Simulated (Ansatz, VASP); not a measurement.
**One calculation of Mo4S7, two programs**

Contents of INCAR:

```
SYSTEM = Mo4S7
PREC = Accurate
ENCUT = 520
EDIFF = 1E-6
ISMEAR = 0
SIGMA = 0.05
LREAL = .False.
LASPH = .True.
NELM = 80
ALGO = Normal
ISIF = 2
LWAVE = .False.
LCHARG = .True.
LDIPOL = .True.
IDIPOL = 3
DIPOL = 0.5 0.5 0.494
GGA = PE
IVDW = 12
LELF = .True.
LVHAR = .True.
LVACPOTAV = .True.
NBANDS = 60
```

Contents of KPOINTS:

```
Automatic mesh
0
Gamma
  12 12 1
  0 0 0
```

Contents of POSCAR:

```
Mo4S7
1.0
    6.3091900516      0.0000000000      0.0000000000
   -3.1545950258      5.4639188620      0.0000000000
    0.0000000000      0.0000000000     23.1354580122
S Mo
7 4
Direct
    0.3365597622      0.1634402378      0.4325742087
    0.3365597622      0.6731195243      0.4325742087
    0.8268804757      0.1634402378      0.4325742087
    0.8333333333      0.6666666667      0.4327766877
    0.3321820953      0.1678179047      0.5674389776
    0.3321820953      0.6643641907      0.5674389776
    0.8356358093      0.1678179047      0.5674389776
    0.1666666667      0.3333333333      0.4997126015
    0.1615427799      0.8307713900      0.4999014467
    0.6692286100      0.3384572200      0.4999014467
    0.6692286100      0.8307713900      0.4999014467
```

Input for Ansatz:

```yaml
crystal:
  lattice:
    - [6.3091900516, 0.0, 0.0]
    - [-3.1545950258, 5.463918862, 0.0]
    - [0.0, 0.0, 23.1354580122]
  atoms:
    - { symbol: S, position: [0.3365597622, 0.1634402378, 0.4325742087] }
    - { symbol: S, position: [0.3365597622, 0.6731195243, 0.4325742087] }
    - { symbol: S, position: [0.8268804757, 0.1634402378, 0.4325742087] }
    - { symbol: S, position: [0.8333333333, 0.6666666667, 0.4327766877] }
    - { symbol: Mo, position: [0.1666666667, 0.3333333333, 0.4997126015] }
    - { symbol: Mo, position: [0.1615427799, 0.83077139, 0.4999014467] }
    - { symbol: Mo, position: [0.66922861, 0.33845722, 0.4999014467] }
    - { symbol: Mo, position: [0.66922861, 0.83077139, 0.4999014467] }
    - { symbol: S, position: [0.3321820953, 0.1678179047, 0.5674389776] }
    - { symbol: S, position: [0.3321820953, 0.6643641907, 0.5674389776] }
    - { symbol: S, position: [0.8356358093, 0.1678179047, 0.5674389776] }
basis:
  ecutwfc: 420.0
  fft_grid_basis: typed
kpoints:
  mp_grid: { grid: [12, 12, 1] }
hamiltonian:
  xc: pbe
  dispersion: d3bj
  pseudopotentials: { kind: paw }
scf:
  occupations: { method: gaussian, width: 0.05 }
output:
  forces: true
  eigenvalues: true
  band_densities:
    - { e_range: [-2.2, -1.4] }
    - { e_range: [-1.4, -0.8] }
    - { e_range: [-0.8, -0.45] }
    - { e_range: [-0.45, 0.0] }
    - { e_range: [0.0, 0.45] }
    - { e_range: [0.45, 0.8] }
    - { e_range: [0.8, 1.4] }
    - { e_range: [1.4, 2.0] }
  band_residual_tolerance: 1.0e-05
  write_potential: true
  elf: true
  write_density: true
  volumetric_format: npy
efield:
  axis: 3
  dipole_correction: true
  ramp_width: 0.04
checkpoint:
  read: start.run
  write: ck
  compress: false
  write_wavefunctions: false
  write_every: 100000
```

Change from the starting cell: S vacancy.

Alike in both runs: task single point; functional PBE; dispersion D3(BJ); k mesh 12 × 12 × 1; occupations gaussian, width 0.05 eV; no spin polarisation.

```csv
,VASP,Ansatz
version,VASP 6.6.1,Ansatz 0.2.0
potentials or method,"VASP PAW PBE potentials, release 64 (S, Mo_sv), cutoff 520 eV","scalar-relativistic, plane waves, PAW"
valence electrons in the cell,98,98
```

```csv
,VASP,Ansatz,Ansatz less VASP
gap on the k mesh at the Fermi level (eV),0.38,0.38,-0.001
rms of the force components (eV/Å),0.010,0.006,-0.0040
```
